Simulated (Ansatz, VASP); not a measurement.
## HfOs in VASP and in Ansatz

```
CELL_PARAMETERS angstrom
3.23900 0.00000 0.00000
0.00000 3.23900 0.00000
0.00000 0.00000 3.23900
ATOMIC_POSITIONS crystal
Hf 0.00000 0.00000 0.00000
Os 0.50000 0.50000 0.50000
```

Alike in both runs: task single point; functional LDA; k mesh 2 × 2 × 2; occupations methfessel-paxton of order 1, width 0.1 eV; no spin polarisation.

```csv
,VASP,Ansatz
version,VASP 6.6.1,Ansatz 0.2.0
potentials or method,"VASP PAW LDA potentials, release 64 (Hf_pv, Os)","plane waves, PAW"
plane-wave cutoff (eV),520,420
valence electrons in the cell,18,42
```

Ansatz gave:

- pressure (GPa): -4.4

**Question.** Estimate VASP's values.

**Answer.** Pressure (GPa): -4.6.

LDA's correlation is that of Perdew and Zunger in VASP and of Perdew and Wang (1992) in Ansatz. VASP's potentials hold 18 valence electrons a cell and Ansatz's 42, so a difference there can come from the potentials and not from the codes.

The k mesh is coarse, so the values compare programs but aren't converged. Neither program's run includes spin-orbit coupling.
